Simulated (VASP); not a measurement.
ScAl3, 16 atoms in the cell. The cell holds a disordered packing, 16 atoms: a = 7.028 Å, b = 6.647 Å, c = 6.679 Å, α = 84.44°, β = 90.08°, γ = 86.64°. 

| Property | Result |
| --- | --- |
| Program | VASP 6.6.1 |
| Task | single point |
| Functional | PBE |
| Potentials or basis | VASP PAW PBE potentials, release 64 (Sc_sv, Al) |
| Cutoff | 400 eV |
| k mesh | 1 × 1 × 1, shifted |
| Occupations | fermi-dirac, width 0.0715 eV |
| Spin | no spin polarisation |
| Dipole correction | no |
| Mended | yes |
| Further INCAR settings | LREAL = Auto; ALGO = Normal; EDIFF = 1e-06; NBANDS = 54; ISYM = -1 |

Potentials or basis: VASP PAW PBE potentials, release 64 (Sc_sv, Al).

The run is started by

```bash
$ cat potpaw_PBE.64/Sc_sv/POTCAR potpaw_PBE.64/Al/POTCAR > POTCAR
$ mpirun -np 1 vasp_std > vasp.out
```

Hardware: 1 thread of AMD EPYC 7R13 Processor (Zen 3), on a shared host.

Problem. How long does it take, and how much memory?

Solution. It took 35 s on 1 thread of AMD EPYC 7R13 Processor (Zen 3), with other jobs on the host, peak memory 0.27 GiB. Counts: scf iterations 16, k points 1.
